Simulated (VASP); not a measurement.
# F (Pm-3m) in VASP: notebook, part 2 of 2

VASP 6.6.1. The steps go on from the part before.

### 5 Single point, LDA (volume scaled by 0.7)

INCAR reads:

```
ALGO = Normal ; EDIFF = 1E-6
ENCUT = 520 ; ISIF = 2
ISMEAR = -1 ; LASPH = True
LCHARG = False ; LREAL = False
LWAVE = False ; NBANDS = 10
NELM = 100 ; PREC = Accurate
SIGMA = 0.08
```

KPOINTS reads:

```
k-points
0
Gamma
  17 17 17
```

POSCAR reads:

```
F
1.0
    1.8506178916      0.0000000000      0.0000000000
    0.0000000000      1.8506178916      0.0000000000
    0.0000000000      0.0000000000      1.8506178916
F
1
Direct
    0.0000000000      0.0000000000      0.0000000000
```

Potentials or basis: VASP PAW LDA potentials, release 64 (F).

Launch:

```sh
$ cat potpaw_LDA.64/F/POTCAR > POTCAR
$ mpirun -np 1 vasp_std > vasp.out
```

OUTCAR:

```text
EDIFF = 1E-6
   ENCUT = 520
   ISIF = 2
   ISMEAR = -1
   LASPH = True
   LREAL = False
   NELM = 100
   PREC = Accurate

 ion  position               nearest neighbor table
   1  0.000  0.000  0.000-

  LATTYP: Found a simple cubic cell.
 ALAT       =     1.8506178916

  Lattice vectors:

 A1 = (   1.8506178916,   0.0000000000,   0.0000000000)
 A2 = (   0.0000000000,   1.8506178916,   0.0000000000)
 A3 = (   0.0000000000,   0.0000000000,   1.8506178916)

Analysis of symmetry for initial positions (statically):
=====================================================================
 Subroutine PRICEL returns:
 Original cell was already a primitive cell.

 Routine SETGRP: Setting up the symmetry group for a
 simple cubic supercell.

 Subroutine GETGRP returns: Found 48 space group operations
 (whereof 48 operations were pure point group operations)
 out of a pool of 48 trial point group operations.

The static configuration has the point symmetry O_h .

Analysis of symmetry for dynamics (positions and initial velocities):
=====================================================================
 Subroutine PRICEL returns:
 Original cell was already a primitive cell.

 Routine SETGRP: Setting up the symmetry group for a
 simple cubic supercell.

 Subroutine GETGRP returns: Found 48 space group operations
 (whereof 48 operations were pure point group operations)
 out of a pool of 48 trial point group operations.

The dynamic configuration has the point symmetry O_h .

 Subroutine INISYM returns: Found 48 space group operations
 (whereof 48 operations are pure point group operations),
 and found     1 'primitive' translations

[... 112 lines left out ...]
     AMIX_MAG =   1.60;   BMIX_MAG =  1.00
  volume/ion in A,a.u.               =       6.34        42.77
  Fermi-wavevector in a.u.,A,eV,Ry     =   1.692222  3.197837 38.961867  2.863616
  Thomas-Fermi vector in A             =   2.773848
   LORBIT       =      0    0 simple, 1 ext, 2 COOP (PROOUT), +10 PAW based schemes
   GGA     = CA    functional components
   LHFCALC =     F    Hartree Fock is set to
   AEXX    =    0.0000 exact exchange contribution
   IVDW    =     0    specifies the selected vdW correction
   LEPSILON=     F    determine dielectric tensor
   LRPA    =     F    only Hartree local field effects (RPA)
 non-spin polarized calculation
  energy-cutoff  :      520.00
  volume of cell :        6.34
 maximum number of plane-waves:       178
 NGX is ok and might be reduce to    14
   NGX =  7   NGY =  7   NGZ =  7

 number of electron       6.9999989 magnetization

 Free energy of the ion-electron system (eV)
  ---------------------------------------------------
  ext. energy  EPLUGINS =         0.00000000
  ---------------------------------------------------
  free energy    TOTEN  =        -1.02094590 eV

  energy without entropy =       -1.00395928  energy(sigma->0) =       -1.01245259

 E-fermi :   2.9735     XC(G=0): -13.6771

 val. band max:        2.9438508351   @ k =   0.1765   0.0000   0.0000
 cond. band min:       2.9748924011   @ k =   0.1765   0.0588   0.0000
 fundamental gap:      0.0310415660
 Fermi energy:         2.9735260488

 k-point     1 :       0.0000    0.0000    0.0000
  band No.  band energies     occupation
      1     -24.3890      2.00000
      2       2.6740      1.95377
      3       2.6740      1.95377
      4       2.6740      1.95377
      5      19.1279      0.00000
      6      34.4629      0.00000
      7      34.4629      0.00000
      8      53.3909      0.00000
      9      53.3909      0.00000
     10      53.3909      0.00000
[... 287 lines left out ...]
 k-point    24 :       0.4706    0.1176    0.0000
  band No.  band energies     occupation
      1     -20.5258      2.00000
      2      -6.8635      2.00000
      3       2.5701      1.98718
      4       3.7871      0.00008
      5      24.7036      0.00000
      6      31.3845      0.00000
      7      41.5703      0.00000
      8      42.9914      0.00000
      9      47.4589      0.00000
     10      56.1777      0.00000

 [... further k-points ...]

------------------------ aborting loop because EDIFF is reached ----------------------------------------

  FORCE on cell =-STRESS in cart. coord.  units (eV):
  Direction    XX          YY          ZZ          XY          YZ          ZX
  --------------------------------------------------------------------------------------
  -------------------------------------------------------------------------------------
  Total        3.6624853      3.6624853      3.6624853     -0.0000000     -0.0000000      0.0000000
  in kB      925.8405508    925.8405508    925.8405508     -0.0000000     -0.0000000      0.0000000
  external PRESSURE =     925.8405508 kB  Pullay stress =       0.0000000 kB

 VOLUME and BASIS-vectors are now :
 -----------------------------------------------------------------------------
  energy-cutoff  :      520.00
  volume of cell :        6.34
      direct lattice vectors                 reciprocal lattice vectors
     1.850617892  0.000000000  0.000000000     0.540360063  0.000000000  0.000000000
     0.000000000  1.850617892  0.000000000     0.000000000  0.540360063  0.000000000
     0.000000000  0.000000000  1.850617892     0.000000000  0.000000000  0.540360063

 POSITION                                       TOTAL-FORCE (eV/Angst)
 -----------------------------------------------------------------------------------
      0.00000      0.00000      0.00000         0.000000      0.000000      0.000000
 -----------------------------------------------------------------------------------
    total drift:                               -0.000000     -0.000000     -0.000000

  FREE ENERGIE OF THE ION-ELECTRON SYSTEM (eV)
  ---------------------------------------------------
  free  energy   TOTEN  =        -1.0209459042 eV

  energy  without entropy=       -1.0039592767  energy(sigma->0) =       -1.01245259
```

stdout:

```text
POSCAR found type information on POSCAR F
 POSCAR found :  1 types and       1 ions
 scaLAPACK will be used
 LDA part: xc-table for (Slater(with rela. corr.)+CA(PZ))
 , standard interpolation
 POSCAR, INCAR and KPOINTS ok, starting setup
 FFT: planning ... GRIDC
 FFT: planning ... GRID_SOFT
 FFT: planning ... GRID
 WAVECAR not read
 entering main loop
```

It took 1.9 s on 1 thread of Intel Xeon 6975P-C (Granite Rapids), shared host; peak memory 0.11 GiB.

Results:

```
Free energy : -1.0209 eV
Pressure    : 92.6 GPa
```

Caveat: an odd number of electrons without spin polarisation forces a metal; a magnetic or distorted state may lie lower.
